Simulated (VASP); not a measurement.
# TaN (I4/mmm) in VASP: further runs

The runs below take TaN through single point, with PBE.

Program: VASP 6.6.1. These are calculated values, not measurements. Logs are shortened: lines on timing, memory, paths and dates and some standing lists are left out, and cuts for length are marked.

## (1) The cell of the first run

The structure is tetragonal, space group I4/mmm (No. 139). The conventional cell has a = 3.205 Å, b = 3.205 Å, c = 4.184 Å, α = 90.00°, β = 90.00°, γ = 90.00°. Within 2.8 Å of Ta (site symmetry 4/mmm) lie 6 N at 2.09 to 2.27 Å. Within 2.8 Å of N (site symmetry 4/mmm) lie 6 Ta at 2.09 to 2.27 Å.

## (2) Single point, PBE (strain +0.040 along x and y, -0.040 along z)

The input, INCAR:

```
PREC = Accurate ; ENCUT = 600
EDIFF = 1E-6 ; ISMEAR = 0
SIGMA = 0.15 ; LREAL = False
LASPH = True ; NELM = 120
ALGO = Normal ; ISIF = 2
LWAVE = False ; LCHARG = False
GGA = PE ; NBANDS = 15
GGA_COMPAT = False
```

The input, KPOINTS:

```
Automatic mesh
0
Gamma
  18 18 18
```

The input, POSCAR:

```
TaN
1.0
    0.0000000000      2.2661600000      2.0918400000
    2.2661600000      0.0000000000      2.0918400000
    2.2661600000      2.2661600000      0.0000000000
Ta N
1 1
Direct
    0.5000000000      0.5000000000      0.5000000000
    0.0000000000      0.0000000000      0.0000000000
```

Potentials or basis: VASP PAW PBE potentials, release 64 (Ta_pv, N).

The run is started by

```console
cat potpaw_PBE.64/Ta_pv/POTCAR potpaw_PBE.64/N/POTCAR > POTCAR
mpirun -np 1 vasp_std > vasp.out
```

OUTCAR:

```text
PREC = Accurate
   ENCUT = 600
   EDIFF = 1E-6
   ISMEAR = 0
   LREAL = False
   LASPH = True
   NELM = 120
   ISIF = 2
   GGA = PE

 ion  position               nearest neighbor table
   1  0.500  0.500  0.500-   2 2.09   2 2.09   2 2.27   2 2.27   2 2.27   2 2.27
   2  0.000  0.000  0.000-   1 2.09   1 2.09   1 2.27   1 2.27   1 2.27   1 2.27

  LATTYP: Found a body centered tetragonal cell.
 ALAT       =     3.2048342065
 C/A-ratio  =     1.3054279037

  Lattice vectors:

 A1 = (   0.0000000000,  -2.2661600000,  -2.0918400000)
 A2 = (   0.0000000000,   2.2661600000,  -2.0918400000)
 A3 = (   2.2661600000,   0.0000000000,   2.0918400000)

Analysis of symmetry for initial positions (statically):
=====================================================================
 Subroutine PRICEL returns:
 Original cell was already a primitive cell.

 Routine SETGRP: Setting up the symmetry group for a
 body centered tetragonal supercell.

 Subroutine GETGRP returns: Found 16 space group operations
 (whereof 16 operations were pure point group operations)
 out of a pool of 16 trial point group operations.

The static configuration has the point symmetry D_4h.

Analysis of symmetry for dynamics (positions and initial velocities):
=====================================================================
 Subroutine PRICEL returns:
 Original cell was already a primitive cell.

 Routine SETGRP: Setting up the symmetry group for a
 body centered tetragonal supercell.

 Subroutine GETGRP returns: Found 16 space group operations
 (whereof 16 operations were pure point group operations)
 out of a pool of 16 trial point group operations.

The dynamic configuration has the point symmetry D_4h.

 Subroutine INISYM returns: Found 16 space group operations
 (whereof 16 operations are pure point group operations),
 and found     1 'primitive' translations

----------------------------------------------------------------------------------------

                                     Primitive cell

  volume of cell :      21.4852

  direct lattice vectors                    reciprocal lattice vectors
     0.000000000  2.266160000  2.091840000    -0.220637554  0.220637554  0.239024017
     2.266160000  0.000000000  2.091840000     0.220637554 -0.220637554  0.239024017
     2.266160000  2.266160000  0.000000000     0.220637554  0.220637554 -0.239024017

  length of vectors
     3.084035624  3.084035624  3.204834207     0.393057682  0.393057682  0.393057682

  position of ions in fractional coordinates (direct lattice)
     0.500000000  0.500000000  0.500000000
     0.000000000  0.000000000  0.000000000

  ion indices of the primitive-cell ions
   primitive index   ion index
                 1           1
                 2           2

----------------------------------------------------------------------------------------

 KPOINTS: Automatic mesh

Automatic generation of k-mesh.
 Grid dimensions read from file:
 generate k-points for:   18   18   18

 Generating k-lattice:

  Cartesian coordinates                     Fractional coordinates (reciprocal lattice)
    -0.012257642  0.012257642  0.013279112     0.055555556  0.000000000  0.000000000
     0.012257642 -0.012257642  0.013279112     0.000000000  0.055555556  0.000000000
     0.012257642  0.012257642 -0.013279112     0.000000000  0.000000000  0.055555556

  Length of vectors
     0.021836538  0.021836538  0.021836538

  Shift w.r.t. Gamma in fractional coordinates (k-lattice)
     0.000000000  0.000000000  0.000000000

 Subroutine IBZKPT returns following result:
 ===========================================

 Found    480 irreducible k-points:

 Following reciprocal coordinates:
            Coordinates               Weight
  0.000000  0.000000  0.000000      1.000000
  0.055556  0.000000  0.000000      8.000000
  0.111111  0.000000  0.000000      8.000000
  0.166667 -0.000000  0.000000      8.000000
  0.222222 -0.000000  0.000000      8.000000
  0.277778 -0.000000  0.000000      8.000000
[... 16 lines left out ...]
 -0.277778  0.055556  0.000000      8.000000
 -0.222222  0.055556  0.000000      8.000000
 [... further k-points ...]
   k-points           NKPTS =    480   k-points in BZ     NKDIM =    480   number of bands    NBANDS=     15
   number of dos      NEDOS =    301   number of ions     NIONS =      2
   total plane-waves  NPLWV =  21952
   dimension x,y,z NGX =    28 NGY =   28 NGZ =   28
   dimension x,y,z NGXF=    56 NGYF=   56 NGZF=   56
   ions per type =               1   1
   NGX,Y,Z   is equivalent  to a cutoff of  15.09, 15.09, 14.52 a.u.
   NGXF,Y,Z  is equivalent  to a cutoff of  30.19, 30.19, 29.05 a.u.
 SYSTEM =  unknown system
   PREC   = accura    normal or accurate (medium, high low for compatibility)
   ISTART =      0    job   : 0-new  1-cont  2-samecut
   ICHARG =      2    charge: 1-file 2-atom 10-const
   ISPIN  =      1    spin polarized calculation?
   LNONCOLLINEAR =      F non collinear calculations
   LSORBIT =      F    spin-orbit coupling
   LASPH  =      T    aspherical Exc in radial PAW
   ENCUT  =  600.0 eV  44.10 Ry    6.64 a.u.   6.16  6.16  6.40*2*pi/ulx,y,z
   NELM   =    120;   NELMIN=  2; NELMDL= -5     # of ELM steps
   EDIFF  = 0.1E-05   stopping-criterion for ELM
   LREAL  =      F    real-space projection
   EDIFFG = 0.1E-04   stopping-criterion for IOM
   NSW    =      0    number of steps for IOM
   IBRION =     -1    ionic relax: 0-MD 1-quasi-New 2-CG
   NFREE  =      0    steps in history (QN), initial steepest desc. (CG)
   ISIF   =      2    stress and relaxation
   ISYM   =      2    0-nonsym 1-usesym 2-fastsym
   POTIM  = 0.5000    time-step for ionic-motion
   TEBEG  =    0.0;   TEEND  =   0.0 temperature during run
   PSTRESS=    0.0 pullay stress
   NELECT =      16.0000    total number of electrons
   NUPDOWN=      -1.0000    fix difference up-down
   EMIN   =  10.00;   EMAX   =-10.00  energy-range for DOS
   EFERMI =   0.00;   METHOD = LEGACY
   ISMEAR =     0;   SIGMA  =   0.15  broadening in eV -4-tet -1-fermi 0-gaus
   EFERMI_NEDOS =   21; number of points for ismear=-14 and -15
   IALGO  =     38    algorithm
   IMIX   =      4    mixing-type and parameters
     AMIX     =   0.40;   BMIX     =  1.00
     AMIX_MAG =   1.60;   BMIX_MAG =  1.00
  volume/ion in A,a.u.               =      10.74        72.49
  Fermi-wavevector in a.u.,A,eV,Ry     =   1.483890  2.804145 29.959059  2.201929
  Thomas-Fermi vector in A             =   2.597495
   LORBIT       =      0    0 simple, 1 ext, 2 COOP (PROOUT), +10 PAW based schemes
   GGA     = PE    functional components
   LHFCALC =     F    Hartree Fock is set to
   AEXX    =    0.0000 exact exchange contribution
   IVDW    =     0    specifies the selected vdW correction
   LEPSILON=     F    determine dielectric tensor
   LRPA    =     F    only Hartree local field effects (RPA)
 non-spin polarized calculation
 Gauss-broadening in eV      SIGMA  =   0.15
  energy-cutoff  :      600.00
  volume of cell :       21.49
 maximum number of plane-waves:       744
 NGX is ok and might be reduce to    28
   NGX = 13   NGY = 13   NGZ = 13

 number of electron      15.9999999 magnetization

 Free energy of the ion-electron system (eV)
  ---------------------------------------------------
  ext. energy  EPLUGINS =         0.00000000
  ---------------------------------------------------
  free energy    TOTEN  =       -21.65400137 eV

  energy without entropy =      -21.64420073  energy(sigma->0) =      -21.64910105

 E-fermi :   9.4140     XC(G=0): -13.3688

 val. band max:        9.4099649229   @ k =  -0.2222   0.1111   0.0556
 cond. band min:       9.4179158561   @ k =  -0.2778   0.4444   0.2778
 fundamental gap:      0.0079509333
 Fermi energy:         9.4139727942

 k-point     1 :       0.0000    0.0000    0.0000
  band No.  band energies     occupation
      1     -26.3460      2.00000
      2     -26.3460      2.00000
      3     -26.3196      2.00000
      4      -9.3847      2.00000
      5       5.4986      2.00000
      6       5.4986      2.00000
      7       5.8928      2.00000
      8       7.0914      2.00000
      9       7.0914      2.00000
     10       8.0108      2.00000
     11       8.8679      2.00000
     12       8.9421      1.99999
     13      12.1918      0.00000
     14      18.9055      0.00000
     15      21.8233      0.00000

 k-point     2 :       0.0556    0.0000    0.0000
  band No.  band energies     occupation
      1     -26.3669      2.00000
      2     -26.3500      2.00000
      3     -26.3267      2.00000
      4      -9.3097      2.00000
      5       5.1064      2.00000
      6       5.2076      2.00000
      7       5.5834      2.00000
      8       7.2569      2.00000
      9       7.3019      2.00000
     10       8.0859      2.00000
     11       9.2003      1.95608
     12       9.2365      1.90574
     13      12.4368      0.00000
     14      19.1365      0.00000
     15      21.8232      0.00000

 k-point     3 :       0.1111    0.0000    0.0000
  band No.  band energies     occupation
      1     -26.4411      2.00000
      2     -26.3613      2.00000
      3     -26.3326      2.00000
      4      -9.0912      2.00000
      5       4.2593      2.00000
      6       4.6024      2.00000
      7       4.9425      2.00000
      8       7.6166      2.00000
      9       7.6626      2.00000
     10       8.2466      2.00000
     11       9.9810      0.00000
     12      10.0077      0.00000
     13      13.0876      0.00000
     14      19.7844      0.00000
     15      21.8229      0.00000
[... 343 lines left out ...]
 k-point    23 :      -0.2778    0.0556    0.0000
  band No.  band energies     occupation
      1     -26.8650      2.00000
      2     -26.4207      2.00000
      3     -26.3815      2.00000
      4      -7.7316      2.00000
      5       1.0488      2.00000
      6       2.6086      2.00000
      7       3.1748      2.00000
      8       8.8496      2.00000
      9       9.2478      1.88290
     10      10.2092      0.00000
     11      13.6267      0.00000
     12      13.9491      0.00000
     13      15.0620      0.00000
     14      21.3677      0.00000
     15      21.8473      0.00000

 k-point    24 :      -0.2222    0.0556    0.0000
  band No.  band energies     occupation
      1     -26.7261      2.00000
      2     -26.3979      2.00000
      3     -26.3755      2.00000
      4      -8.2132      2.00000
      5       1.8872      2.00000
      6       3.0679      2.00000
      7       3.7653      2.00000
      8       8.3632      2.00000
      9       8.5294      2.00000
     10       9.7005      0.00691
     11      12.7136      0.00000
     12      12.9174      0.00000
     13      14.2470      0.00000
     14      21.6987      0.00000
     15      21.8482      0.00000

 [... further k-points ...]
[... 5 lines left out ...]
  --------------------------------------------------------------------------------------
  -------------------------------------------------------------------------------------
  Total       -1.3076310     -1.3076310      5.5223575      0.0000000     -0.0000000      0.0000000
  in kB      -97.5115826    -97.5115826    411.8086882      0.0000000     -0.0000000      0.0000000
  external PRESSURE =      72.2618410 kB  Pullay stress =       0.0000000 kB

 VOLUME and BASIS-vectors are now :
 -----------------------------------------------------------------------------
  energy-cutoff  :      600.00
  volume of cell :       21.49
      direct lattice vectors                 reciprocal lattice vectors
     0.000000000  2.266160000  2.091840000    -0.220637554  0.220637554  0.239024017
     2.266160000  0.000000000  2.091840000     0.220637554 -0.220637554  0.239024017
     2.266160000  2.266160000  0.000000000     0.220637554  0.220637554 -0.239024017

 POSITION                                       TOTAL-FORCE (eV/Angst)
 -----------------------------------------------------------------------------------
      2.26616      2.26616      2.09184        -0.000000     -0.000000      0.000000
      0.00000      0.00000      0.00000         0.000000      0.000000      0.000000
 -----------------------------------------------------------------------------------
    total drift:                                0.000000      0.000000      0.000000

  FREE ENERGIE OF THE ION-ELECTRON SYSTEM (eV)
  ---------------------------------------------------
  free  energy   TOTEN  =       -21.6540013745 eV

  energy  without entropy=      -21.6442007282  energy(sigma->0) =      -21.64910105
```

Run time: 2.9 min. Hardware: 1 thread of Intel Xeon Platinum 8559C (Emerald Rapids), shared host; peak memory 0.32 GiB.

Results:

- Free energy: -21.6540 eV
- Pressure: 7.2 GPa
- Band gap on the k mesh: zero (bands 8 and 9 overlap by 3.95 eV)

Caveat: the cell differs from its parent crystal (strain +0.040 along x and y, -0.040 along z); the cell stands under pressure; spin-orbit coupling is left out, which moves the levels of the heavy elements.

## (3) Single point, PBE (strain +0.080 along x and y, -0.080 along z)

The input, INCAR:

```
SYSTEM = TaN
ALGO = Normal
EDIFF = 1E-6
ENCUT = 600
GGA = PE
GGA_COMPAT = .FALSE.
ISIF = 2
ISMEAR = 0
LASPH = .TRUE.
LCHARG = .TRUE.
LELF = .TRUE.
LREAL = .FALSE.
LVHAR = .TRUE.
LWAVE = .FALSE.
NBANDS = 15
NELM = 120
PREC = Accurate
SIGMA = 0.15
```

The input, KPOINTS:

```
k-points
0
G
  18 18 18
  0 0 0
```

The input, POSCAR:

```
TaN
1.0
    0.0000000000      2.3533200000      2.0046800000
    2.3533200000      0.0000000000      2.0046800000
    2.3533200000      2.3533200000      0.0000000000
Ta N
1 1
Direct
    0.5000000000      0.5000000000      0.5000000000
    0.0000000000      0.0000000000      0.0000000000
```

Potentials or basis: VASP PAW PBE potentials, release 64 (Ta_pv, N).

The run is started by

```console
cat potpaw_PBE.64/Ta_pv/POTCAR potpaw_PBE.64/N/POTCAR > POTCAR
mpirun -np 1 vasp_std > vasp.out
```

It took 3.5 min on 1 thread of Intel Xeon Platinum 8559C (Emerald Rapids), shared host; peak memory 0.33 GiB.

Results (log left out):

```yaml
Free_energy: -21.1630 eV
Pressure: 13.1 GPa
Band_gap_on_the_k_mesh: zero (bands 8 and 9 overlap by 4.01 eV)
```

Stress tensor (GPa, compression positive):
```
-18.51   0.00   0.00
  0.00 -18.51   0.00
  0.00   0.00  76.26
```

Levels at points of the mesh, in eV from the Fermi level:
```csv
k point,band 6,band 7,band 8,band 9,band 10,band 11
"(0.00, 0.00, 0.00)",-3.87,-3.02,-2.29,-2.29,-1.69,-0.89
"(0.50, 0.00, 0.00)",-7.53,-7.43,1.15,2.81,2.90,3.55
"(0.50, 0.50, 0.00)",-5.12,-4.97,-4.97,2.36,3.29,3.29
"(0.50, 0.00, 0.50)",-4.80,-4.44,-3.67,0.82,2.52,3.93
```

Caveat: the cell differs from its parent crystal (strain +0.080 along x and y, -0.080 along z); the cell stands under pressure; spin-orbit coupling is left out, which moves the levels of the heavy elements.
